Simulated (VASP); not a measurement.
Wanted: the native input for a VASP 6.6.1 run.

| Property | Result |
| --- | --- |
| Task | single point |
| Functional | PBE |
| Potentials or basis | VASP PAW PBE potentials, release 64 (Ti_sv, O) |
| Cutoff | 520 eV |
| k mesh | 6 × 6 × 10 |
| Occupations | gaussian, width 0.05 eV |
| Spin | no spin polarisation |
| Dipole correction | no |
| Further INCAR settings | ALGO = Normal; EDIFF = 1e-06; NBANDS = 33 |

The structure of TiO2 lies in POSCAR:

```
TiO2
1.0
    4.6430645122      0.0000000000      0.0000000000
    0.0000000000      4.6430645122      0.0000000000
    0.0000000000      0.0000000000      2.9640243990
Ti O
2 4
Direct
    0.0000000000      0.0000000000      0.1012137417
    0.5000000000      0.5000000000      0.5000000000
    0.3051105247      0.3051105247      0.0000000000
    0.1948894753      0.8051105247      0.5000000000
    0.6948894753      0.6948894753      0.0000000000
    0.8051105247      0.1948894753      0.5000000000
```

This cell differs from its parent crystal: atom 1 (Ti) moved +0.300 Å along Cartesian [0 0 1].

The input as run:

INCAR

```
PREC     = Accurate       # precision mode
ENCUT    = 520            # plane-wave cutoff, eV
EDIFF    = 1E-6           # SCF threshold, eV
ISMEAR   = 0              # smearing method
SIGMA    = 0.05           # smearing width, eV
LREAL    = False          # projectors in reciprocal space
LASPH    = True           # aspherical terms in the spheres
NELM     = 60             # most SCF steps
ALGO     = Normal         # electronic algorithm
ISIF     = 2              # what is computed and relaxed
LWAVE    = False          # write WAVECAR
LCHARG   = False          # write CHGCAR
GGA      = PE             # functional
NBANDS   = 33             # bands
```

KPOINTS

```
Automatic mesh
0
Gamma
  6 6 10
```

Potentials or basis: VASP PAW PBE potentials, release 64 (Ti_sv, O).

Command:

```bash
$ cat potpaw_PBE.64/Ti_sv/POTCAR potpaw_PBE.64/O/POTCAR > POTCAR
$ mpirun -np 1 vasp_std > vasp.out
```

It gave:

```yaml
Pressure: 7.2 GPa
Largest_force: 2.646 eV/Å
Band_gap_on_the_k_mesh: 2.18 eV, indirect (least direct gap 2.31 eV)
```

Caveat: the cell differs from its parent crystal (atom 1 (Ti) moved +0.300 Å along Cartesian [0 0 1]); forces of over 1 eV/Å act on the atoms, so gaps and moduli don't describe the material at rest.

It took 2.2 min on 1 thread of Intel(R) Xeon(R) Platinum 8488C (Sapphire Rapids), on a shared host, peak memory 0.26 GiB.
